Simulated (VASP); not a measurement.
Wanted: the native input for a VASP 6.6.1 run.

```
Task                   : single point
Functional             : LDA
Potentials or basis    : VASP PAW LDA potentials, release 64 (In_d, P)
Cutoff                 : 520 eV
k mesh                 : 8 × 8 × 8
Occupations            : fermi-dirac, width 0.05 eV
Spin                   : non-collinear spin, zero start, spin-orbit coupling
Starting moments       : [[0.0, 0.0, 0.0], [0.0, 0.0, 0.0]] μB
Dipole correction      : no
Further INCAR settings : ALGO = Normal; EDIFF = 1e-07; NBANDS = 30
```

The structure of InP lies in POSCAR:

```
InP
1.0
    0.0000000000      2.9108316221      2.9108316221
    2.9108316221      0.0000000000      2.9108316221
    2.9108316221      2.9108316221      0.0000000000
In P
1 1
Direct
    0.0000000000      0.0000000000      0.0000000000
    0.7500000000      0.7500000000      0.7500000000
```

The input as run:

INCAR

```
ALGO     = Normal         # electronic algorithm
EDIFF    = 1E-7           # SCF threshold, eV
ENCUT    = 520            # plane-wave cutoff, eV
GGA      = CA             # functional
GGA_COMPAT= F            
ISIF     = 2              # what is computed and relaxed
ISMEAR   = -1             # smearing method
LASPH    = T              # aspherical terms in the spheres
LCHARG   = F              # write CHGCAR
LORBIT   = 11             # projections on sites
LORBMOM  = T            
LREAL    = F              # projectors in reciprocal space
LSORBIT  = T              # spin-orbit coupling
LWAVE    = F              # write WAVECAR
MAGMOM   = 0 0 0 0 0 0    # initial moments
NBANDS   = 30             # bands
NELM     = 150            # most SCF steps
PREC     = Accurate       # precision mode
SIGMA    = 0.05           # smearing width, eV
```

KPOINTS

```
k-points
0
Gamma
  8 8 8
```

Potentials or basis: VASP PAW LDA potentials, release 64 (In_d, P).

Command:

```sh
$ cat potpaw_LDA.64/In_d/POTCAR potpaw_LDA.64/P/POTCAR > POTCAR
$ mpirun -np 1 vasp_ncl > vasp.out
```

Results of the run:

```yaml
Pressure: 0.2 GPa
Net_moment: 0.00 μB per cell
Valence_electrons_inside_the_program's_atomic_spheres: In 11.55; P 2.53
```

It took 90 s on 1 thread of AMD EPYC 9R45 96-Core Processor (Zen 5), with other jobs on the host, peak memory 0.26 GiB.
